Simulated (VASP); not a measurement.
Set up this calculation in VASP 6.6.1, as the native input.

* Task: density of states
* Functional: PBE
* Potentials or basis: VASP PAW PBE potentials, release 64 (Cs_sv, Cl)
* Cutoff: 400 eV
* k mesh: 6 × 6 × 6
* Occupations: fermi-dirac, width 0.1 eV
* Spin: no spin polarisation
* Dipole correction: no
* k mesh for the DOS: 9 × 9 × 9
* Occupations for the DOS: tetrahedron
* Further INCAR settings: ALGO = Normal; EDIFF = 1e-06; NBANDS = 15

The system is CsCl.

```xyz
2
Lattice="4.2190 0.0000 0.0000 0.0000 4.2190 0.0000 0.0000 0.0000 4.2190" Properties=species:S:1:pos:R:3 pbc="T T T"
Cs    0.0000    0.0000    0.0000
Cl    2.1095    2.1095    2.1095
```

The input as run:

POSCAR

```
CsCl
1.0
    4.2189960000      0.0000000000      0.0000000000
    0.0000000000      4.2189960000      0.0000000000
    0.0000000000      0.0000000000      4.2189960000
Cs Cl
1 1
Direct
    0.0000000000      0.0000000000      0.0000000000
    0.5000000000      0.5000000000      0.5000000000
```

INCAR.step1

```
ALGO = Normal
EDIFF = 1E-6
ENCUT = 400
GGA = PE
GGA_COMPAT = F
ISIF = 2
ISMEAR = -1
LASPH = T
LCHARG = T
LORBIT = 11
LREAL = F
LWAVE = F
NBANDS = 15
NEDOS = 2001
NELM = 120
PREC = Accurate
SIGMA = 0.1
```

KPOINTS.step1

```
k-points
0
Gamma
  6 6 6
```

INCAR.step2

```
ALGO = Normal
EDIFF = 1E-6
ENCUT = 400
GGA = PE
GGA_COMPAT = F
ICHARG = 11
ISIF = 2
ISMEAR = -5
LASPH = T
LCHARG = F
LORBIT = 11
LREAL = F
LWAVE = F
NBANDS = 15
NEDOS = 2001
NELM = 120
PREC = Accurate
SIGMA = 0.1
```

KPOINTS.step2

```
k-points
0
Gamma
  9 9 9
```

Potentials or basis: VASP PAW PBE potentials, release 64 (Cs_sv, Cl).

Launch:

```sh
$ cat potpaw_PBE.64/Cs_sv/POTCAR potpaw_PBE.64/Cl/POTCAR > POTCAR
$ cp INCAR.step1 INCAR
$ cp KPOINTS.step1 KPOINTS
$ mpirun -np 1 vasp_std > vasp.out
$ cp INCAR.step2 INCAR
$ cp KPOINTS.step2 KPOINTS
$ mpirun -np 1 vasp_std > vasp.out
```

It gave:

The valence electrons inside the program's atomic spheres are Cs 6.58; Cl 5.13.

Caveat: spin-orbit coupling is left out, which moves the levels of the heavy elements.

It took 22 s on 1 thread of Intel Xeon 8259CL, on a shared host, peak memory 0.16 GiB.
